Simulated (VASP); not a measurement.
# CdTe in VASP: single point with PBE

Aim: the single point of CdTe with PBE.

Everything below comes from runs of VASP 6.6.1. Logs are shortened: lines on timing, memory, paths and dates and some standing lists are left out, and cuts for length are marked.

## (1) The cell of the first run

The cell holds a slab with vacuum, 10 atoms: a = 4.681 Å, b = 6.619 Å, c = 24.361 Å, α = 90.00°, β = 90.00°, γ = 90.00°.

## (2) Single point, PBE

The input, INCAR:

```
SYSTEM = CdTe
  PREC = Accurate
  ENCUT = 400
  EDIFF = 1E-6
  ISMEAR = 0
  SIGMA = 0.05
  LREAL = .False.
  LASPH = .True.
  NELM = 120
  ALGO = Normal
  ISIF = 2
  LWAVE = .False.
  LCHARG = .False.
  LDIPOL = .True.
  IDIPOL = 3
  DIPOL = 0.5 0.5 0.500
  GGA = PE
  NBANDS = 56
  GGA_COMPAT = .False.
  NELMDL = -8
```

The input, KPOINTS:

```
Automatic mesh
0
Gamma
  8 5 1
  0 0 0
```

The input, POSCAR:

```
CdTe
1.0
    4.6805252842      0.0000000000      0.0000000000
    0.0000000000      6.6192623360      0.0000000000
    0.0000000000      0.0000000000     24.3610505685
Cd Te
5 5
Direct
    0.5000000000      0.5000000000      0.3078684960
    0.0000000000      0.0000000000      0.4039342480
    0.5000000000      0.5000000000      0.5000000000
    0.0000000000      0.0000000000      0.5960657520
    0.5000000000      0.5000000000      0.6921315040
    0.0000000000      0.2500000000      0.3078684960
    0.5000000000      0.7500000000      0.4039342480
    0.0000000000      0.2500000000      0.5000000000
    0.5000000000      0.7500000000      0.5960657520
    0.0000000000      0.2500000000      0.6921315040
```

Potentials or basis: VASP PAW PBE potentials, release 64 (Cd, Te).

Command:

```sh
cat potpaw_PBE.64/Cd/POTCAR potpaw_PBE.64/Te/POTCAR > POTCAR
mpirun -np 1 vasp_std > vasp.out
```

OUTCAR:

```text
SYSTEM = CdTe
   PREC = Accurate
   ENCUT = 400
   EDIFF = 1E-6
   ISMEAR = 0
   LREAL = .False.
   LASPH = .True.
   NELM = 120
   ISIF = 2
   GGA = PE
   NELMDL = -8

 ion  position               nearest neighbor table
   1  0.500  0.500  0.308-   6 2.87   6 2.87   7 2.87
   2  0.000  0.000  0.404-   7 2.87   7 2.87   8 2.87   6 2.87
   3  0.500  0.500  0.500-   8 2.87   8 2.87   9 2.87   7 2.87
   4  0.000  0.000  0.596-   9 2.87   9 2.87  10 2.87   8 2.87
   5  0.500  0.500  0.692-  10 2.87  10 2.87   9 2.87
   6  0.000  0.250  0.308-   1 2.87   1 2.87   2 2.87
   7  0.500  0.750  0.404-   2 2.87   2 2.87   3 2.87   1 2.87
   8  0.000  0.250  0.500-   3 2.87   3 2.87   4 2.87   2 2.87
   9  0.500  0.750  0.596-   4 2.87   4 2.87   5 2.87   3 2.87
  10  0.000  0.250  0.692-   5 2.87   5 2.87   4 2.87

  LATTYP: Found a simple orthorhombic cell.
 ALAT       =     4.6805252842
 B/A-ratio  =     1.4142135624
 C/A-ratio  =     5.2047685012

  Lattice vectors:

 A1 = (   4.6805252842,   0.0000000000,   0.0000000000)
 A2 = (   0.0000000000,   6.6192623360,   0.0000000000)
 A3 = (   0.0000000000,   0.0000000000,  24.3610505685)

Analysis of symmetry for initial positions (statically):
=====================================================================
 Subroutine PRICEL returns:
 Original cell was already a primitive cell.

 Routine SETGRP: Setting up the symmetry group for a
 simple orthorhombic supercell.

 Subroutine GETGRP returns: Found  4 space group operations
 (whereof  4 operations were pure point group operations)
 out of a pool of  8 trial point group operations.

The static configuration has the point symmetry C_2v.

Analysis of symmetry for dynamics (positions and initial velocities):
=====================================================================
 Subroutine PRICEL returns:
 Original cell was already a primitive cell.

 Routine SETGRP: Setting up the symmetry group for a
 simple orthorhombic supercell.

 Subroutine GETGRP returns: Found  4 space group operations
 (whereof  4 operations were pure point group operations)
 out of a pool of  8 trial point group operations.

The dynamic configuration has the point symmetry C_2v.

 Subroutine INISYM returns: Found  4 space group operations
 (whereof  4 operations are pure point group operations),
 and found     1 'primitive' translations

----------------------------------------------------------------------------------------

                                     Primitive cell

  volume of cell :     754.7449

  direct lattice vectors                    reciprocal lattice vectors
     4.680525284  0.000000000  0.000000000     0.213651233  0.000000000  0.000000000
     0.000000000  6.619262336  0.000000000     0.000000000  0.151074236  0.000000000
     0.000000000  0.000000000 24.361050569     0.000000000  0.000000000  0.041049133

  length of vectors
     4.680525284  6.619262336 24.361050569     0.213651233  0.151074236  0.041049133

  position of ions in fractional coordinates (direct lattice)
     0.500000000  0.500000000  0.307868496
     0.000000000  0.000000000  0.403934248
     0.500000000  0.500000000  0.500000000
     0.000000000  0.000000000  0.596065752
     0.500000000  0.500000000  0.692131504
     0.000000000  0.250000000  0.307868496
     0.500000000  0.750000000  0.403934248
     0.000000000  0.250000000  0.500000000
     0.500000000  0.750000000  0.596065752
     0.000000000  0.250000000  0.692131504

  ion indices of the primitive-cell ions
   primitive index   ion index
                 1           1
                 2           2
                 3           3
                 4           4
                 5           5
                 6           6
                 7           7
                 8           8
                 9           9
                10          10

----------------------------------------------------------------------------------------

 KPOINTS: Automatic mesh

Automatic generation of k-mesh.
 Grid dimensions read from file:
 generate k-points for:    8    5    1

 Generating k-lattice:

  Cartesian coordinates                     Fractional coordinates (reciprocal lattice)
     0.026706404  0.000000000  0.000000000     0.125000000  0.000000000  0.000000000
     0.000000000  0.030214847  0.000000000     0.000000000  0.200000000  0.000000000
     0.000000000  0.000000000  0.041049133     0.000000000  0.000000000  1.000000000

  Length of vectors
     0.026706404  0.030214847  0.041049133

  Shift w.r.t. Gamma in fractional coordinates (k-lattice)
     0.000000000  0.000000000  0.000000000

 Subroutine IBZKPT returns following result:
 ===========================================

 Found     15 irreducible k-points:

 Following reciprocal coordinates:
            Coordinates               Weight
  0.000000  0.000000  0.000000      1.000000
  0.125000  0.000000  0.000000      2.000000
  0.250000  0.000000  0.000000      2.000000
  0.375000  0.000000  0.000000      2.000000
  0.500000  0.000000  0.000000      1.000000
  0.000000  0.200000  0.000000      2.000000
  0.125000  0.200000  0.000000      4.000000
  0.250000  0.200000  0.000000      4.000000
  0.375000  0.200000  0.000000      4.000000
  0.500000  0.200000  0.000000      2.000000
  0.000000  0.400000  0.000000      2.000000
  0.125000  0.400000  0.000000      4.000000
  0.250000  0.400000  0.000000      4.000000
  0.375000  0.400000  0.000000      4.000000
  0.500000  0.400000  0.000000      2.000000
   k-points           NKPTS =     15   k-points in BZ     NKDIM =     15   number of bands    NBANDS=     56
   number of dos      NEDOS =    301   number of ions     NIONS =     10
   total plane-waves  NPLWV = 245760
   dimension x,y,z NGX =    32 NGY =   48 NGZ =  160
   dimension x,y,z NGXF=    64 NGYF=   96 NGZF=  320
   ions per type =               5   5
   NGX,Y,Z   is equivalent  to a cutoff of  11.37, 12.06, 10.92 a.u.
   NGXF,Y,Z  is equivalent  to a cutoff of  22.73, 24.11, 21.84 a.u.
 SYSTEM =  CdTe
   PREC   = accura    normal or accurate (medium, high low for compatibility)
   ISTART =      0    job   : 0-new  1-cont  2-samecut
   ICHARG =      2    charge: 1-file 2-atom 10-const
   ISPIN  =      1    spin polarized calculation?
   LNONCOLLINEAR =      F non collinear calculations
   LSORBIT =      F    spin-orbit coupling
   LASPH  =      T    aspherical Exc in radial PAW
   ENCUT  =  400.0 eV  29.40 Ry    5.42 a.u.   7.63 10.79 39.73*2*pi/ulx,y,z
   NELM   =    120;   NELMIN=  2; NELMDL= -8     # of ELM steps
   EDIFF  = 0.1E-05   stopping-criterion for ELM
   LREAL  =      F    real-space projection
   EDIFFG = 0.1E-04   stopping-criterion for IOM
   NSW    =      0    number of steps for IOM
   IBRION =     -1    ionic relax: 0-MD 1-quasi-New 2-CG
   NFREE  =      0    steps in history (QN), initial steepest desc. (CG)
   ISIF   =      2    stress and relaxation
   ISYM   =      2    0-nonsym 1-usesym 2-fastsym
   POTIM  = 0.5000    time-step for ionic-motion
   TEBEG  =    0.0;   TEEND  =   0.0 temperature during run
   PSTRESS=    0.0 pullay stress
   NELECT =      90.0000    total number of electrons
   NUPDOWN=      -1.0000    fix difference up-down
   EMIN   =  10.00;   EMAX   =-10.00  energy-range for DOS
   EFERMI =   0.00;   METHOD = LEGACY
   ISMEAR =     0;   SIGMA  =   0.05  broadening in eV -4-tet -1-fermi 0-gaus
   EFERMI_NEDOS =   21; number of points for ismear=-14 and -15
   IALGO  =     38    algorithm
   IMIX   =      4    mixing-type and parameters
     AMIX     =   0.40;   BMIX     =  1.00
     AMIX_MAG =   1.60;   BMIX_MAG =  1.00
  volume/ion in A,a.u.               =      75.47       509.33
  Fermi-wavevector in a.u.,A,eV,Ry     =   0.805791  1.522724  8.834245  0.649299
  Thomas-Fermi vector in A             =   1.914102
   LORBIT       =      0    0 simple, 1 ext, 2 COOP (PROOUT), +10 PAW based schemes
   GGA     = PE    functional components
   LHFCALC =     F    Hartree Fock is set to
   AEXX    =    0.0000 exact exchange contribution
   IVDW    =     0    specifies the selected vdW correction
   LEPSILON=     F    determine dielectric tensor
   LRPA    =     F    only Hartree local field effects (RPA)
 non-spin polarized calculation
 Gauss-broadening in eV      SIGMA  =   0.05
  energy-cutoff  :      400.00
  volume of cell :      754.74
 maximum number of plane-waves:     13739
 NGX is ok and might be reduce to    32
   NGX = 15   NGY = 21   NGZ = 79

 dipolmoment           0.000000      0.000000      0.000000 electrons x Angstroem

 number of electron      89.9999975 magnetization

 dipolmoment           0.000000      0.000000     -0.000000 electrons x Angstroem

 Free energy of the ion-electron system (eV)
  ---------------------------------------------------
  ext. energy  EPLUGINS =         0.00000000
  ---------------------------------------------------
  free energy    TOTEN  =       -22.40676772 eV

  energy without entropy =      -22.40676772  energy(sigma->0) =      -22.40676772

 E-fermi :  -1.5096     XC(G=0):  -4.5247

 val. band max:       -1.7381082483   @ k =   0.0000   0.0000   0.0000
 cond. band min:      -1.0276316697   @ k =   0.0000   0.0000   0.0000
 fundamental gap:      0.7104765786
 Fermi energy:        -1.5096220849

 k-point     1 :       0.0000    0.0000    0.0000
  band No.  band energies     occupation
      1     -12.4928      2.00000
      2     -12.3412      2.00000
      3     -12.1291      2.00000
      4     -11.7546      2.00000
      5     -11.7544      2.00000
      6      -9.8541      2.00000
[... 874 lines left out ...]
     55       3.2352      0.00000
     56       3.6641      0.00000

------------------------ aborting loop because EDIFF is reached ----------------------------------------

 vacuum level on the upper side and lower side of the slab       (xc-potential included)        -0.152        -0.152

  FORCE on cell =-STRESS in cart. coord.  units (eV):
  Direction    XX          YY          ZZ          XY          YZ          ZX
  --------------------------------------------------------------------------------------
  -------------------------------------------------------------------------------------
  Total       -2.7498144     -2.3936567     -0.4238395      0.0000000      0.0000000      0.0000000
  in kB       -5.8373235     -5.0812697     -0.8997292      0.0000000      0.0000000      0.0000000
  external PRESSURE =      -3.9394408 kB  Pullay stress =       0.0000000 kB

 VOLUME and BASIS-vectors are now :
 -----------------------------------------------------------------------------
  energy-cutoff  :      400.00
  volume of cell :      754.74
      direct lattice vectors                 reciprocal lattice vectors
     4.680525284  0.000000000  0.000000000     0.213651233  0.000000000  0.000000000
     0.000000000  6.619262336  0.000000000     0.000000000  0.151074236  0.000000000
     0.000000000  0.000000000 24.361050569     0.000000000  0.000000000  0.041049133

 POSITION                                       TOTAL-FORCE (eV/Angst)
 -----------------------------------------------------------------------------------
      2.34026      3.30963      7.50000         0.000000     -0.734973      0.705745
      0.00000      0.00000      9.84026        -0.000000      0.193533      0.020968
      2.34026      3.30963     12.18053         0.000000     -0.206884      0.000000
      0.00000      0.00000     14.52079        -0.000000      0.193533     -0.020968
      2.34026      3.30963     16.86105         0.000000     -0.734973     -0.705745
      0.00000      1.65482      7.50000         0.000000      0.336188     -0.653423
      2.34026      4.96445      9.84026         0.000000      0.287222     -0.179466
      0.00000      1.65482     12.18053         0.000000      0.042944      0.000000
      2.34026      4.96445     14.52079         0.000000      0.287222      0.179466
      0.00000      1.65482     16.86105         0.000000      0.336188      0.653423
 -----------------------------------------------------------------------------------
    total drift:                                0.000000      0.000615     -0.000000

  FREE ENERGIE OF THE ION-ELECTRON SYSTEM (eV)
  ---------------------------------------------------
  free  energy   TOTEN  =       -22.4067677214 eV

  energy  without entropy=      -22.4067677214  energy(sigma->0) =      -22.40676772

 vacuum level on the upper side and lower side of the slab         3.120         3.120
```

Run time: 14 min. Hardware: 1 thread of Oxide Virtual Turin-like, shared host; peak memory 0.66 GiB.

What came out:

| Item | Value |
| --- | --- |
| Free energy | -22.4068 eV |
| Largest force | 1.019 eV/Å |
| Band gap on the k mesh | 0.71 eV |

Forces in eV/Å, atoms in the order of the input:
```
Cd   0.000 -0.735  0.706
Cd   0.000  0.194  0.021
Cd   0.000 -0.207  0.000
Cd   0.000  0.194 -0.021
Cd   0.000 -0.735 -0.706
Te   0.000  0.336 -0.653
Te   0.000  0.287 -0.179
Te   0.000  0.043  0.000
Te   0.000  0.287  0.179
Te   0.000  0.336  0.653
```

Levels at points of the mesh, in eV from the valence-band top:
```csv
k point,band 43,band 44,band 45,band 46,band 47,band 48
"(0.00, 0.00, 0.00)",-0.15,-0.10,0.00,0.71,1.55,2.51
"(0.50, 0.00, 0.00)",-1.17,-0.45,-0.20,1.73,1.92,2.96
```

Caveat: semilocal functionals underestimate gaps, and a narrow one can read as zero; spin-orbit coupling is left out, which moves the levels of the heavy elements.
